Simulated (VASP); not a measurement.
**Se: single point with PBEsol**

The system is Se.

```
CELL_PARAMETERS angstrom
2.81324 0.03941 -0.03213
0.03941 2.82070 -0.01129
-0.03213 -0.01129 2.79875
ATOMIC_POSITIONS crystal
Se 0.00000 0.00000 0.00000
```

This cell differs from its parent crystal: the cell strained at random.

| Item | Value |
| --- | --- |
| Program | VASP 6.6.1 |
| Task | single point |
| Functional | PBEsol |
| Potentials or basis | VASP PAW PBE potentials, release 64 (Se) |
| Cutoff | 520 eV |
| k mesh | 9 × 9 × 9 |
| Occupations | gaussian, width 0.1 eV |
| Spin | no spin polarisation |
| Dipole correction | no |
| Further INCAR settings | ALGO = Normal; EDIFF = 1e-07; NBANDS = 9 |

```yaml
Pressure: -1.6 GPa
Band_gap_on_the_k_mesh: zero (band 3 reaches 7.54 eV, above the bottom of band 4 at 1.64 eV)
```

Stress tensor (GPa, compression positive):
```
-1.51 -0.01 -0.01
-0.01 -1.47  0.03
-0.01  0.03 -1.88
```

Levels at points of the mesh, in eV from the Fermi level:
```
           k point  band 1  band 2  band 3  band 4  band 5  band 6
(0.00, 0.00, 0.00)  -16.21    1.29    1.41    1.56    7.62    7.70
```

It took 15 s on 1 thread of Intel(R) Xeon(R) 6975P-C (Granite Rapids), with other jobs on the host, peak memory 0.19 GiB.

Caveat: the cell differs from its parent crystal (the cell strained at random); the PAW data sets were made with another functional, which shifts forces and pressure a little.
